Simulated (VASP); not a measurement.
Here is a VASP 6.6.1 calculation.

File INCAR:

```
SYSTEM = HfO2
  ALGO = Normal
  EDIFF = 1E-6
  ENCUT = 520
  GGA = PS
  ISIF = 2
  ISMEAR = 0
  LASPH = .TRUE.
  LCHARG = .TRUE.
  LELF = .TRUE.
  LREAL = .FALSE.
  LVHAR = .TRUE.
  LWAVE = .FALSE.
  NBANDS = 18
  NELM = 100
  PREC = Accurate
  SIGMA = 0.05
```

The input KPOINTS:

```
k-points
0
G
  8 8 8
  0 0 0
```

Contents of POSCAR:

```
HfO2
1.0
    0.0680193340      2.5565315553      2.5565315553
    2.5565315553      0.0680193340      2.5565315553
    2.5565315553      2.5565315553      0.0680193340
Hf O
1 2
Direct
    0.0000000000      0.0000000000      0.0000000000
    0.2500000000      0.2500000000      0.2500000000
    0.7500000000      0.7500000000      0.7500000000
```

Potentials or basis: VASP PAW PBE potentials, release 64 (Hf_pv, O).

Launch:

```sh
$ cat potpaw_PBE.64/Hf_pv/POTCAR potpaw_PBE.64/O/POTCAR > POTCAR
$ mpirun -np 1 vasp_std > vasp.out
```

(1) What does it give for the largest force?

(2) What does it give for the pressure?

## Answers

(1) 0.285 eV/Å.

(2) -3.3 GPa.

Caveat: the PAW data sets were made with another functional, which shifts forces and pressure a little.
